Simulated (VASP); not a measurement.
Here is a VASP 6.6.1 calculation.

INCAR

```
PREC = Accurate
ENCUT = 600
EDIFF = 1E-6
ISMEAR = 0
SIGMA = 0.05
LREAL = F
LASPH = T
NELM = 120
ALGO = Normal
ISIF = 2
LWAVE = F
LCHARG = F
GGA = PE
NBANDS = 11
GGA_COMPAT = F
```

Contents of KPOINTS:

```
regular mesh
0
Gamma
  12 12 12
```

The input POSCAR:

```
BN
1.0
    0.0000000000      1.8123485134      1.8123485134
    1.8123485134      0.0000000000      1.8123485134
    1.8123485134      1.8123485134      0.0000000000
B N
1 1
Direct
   -0.0413827691      0.0413827691      0.0413827691
    0.7819374408      0.7180625592      0.7180625592
```

Potentials or basis: VASP PAW PBE potentials, release 64 (B, N).

Launch:

```sh
$ cat potpaw_PBE.64/B/POTCAR potpaw_PBE.64/N/POTCAR > POTCAR
$ mpirun -np 1 vasp_std > vasp.out
```

Task: Estimate the largest force.

Result: 5.362 eV/Å.

Task: Estimate the band gap on the k mesh.

Result: 2.34 eV, indirect (least direct gap 6.57 eV).

Task: Predict the pressure.

Result: 19.1 GPa.

Forces in eV/Å, atoms in the order of the input:
```
B   -5.362  0.000  0.000
N    5.362  0.000  0.000
```

Caveat: the cell differs from its parent crystal (mode 4 (1026.0 1/cm) frozen in, largest displacement +0.150 Å); forces of over 1 eV/Å act on the atoms, so gaps and moduli don't describe the material at rest. A k mesh can miss the band edges.
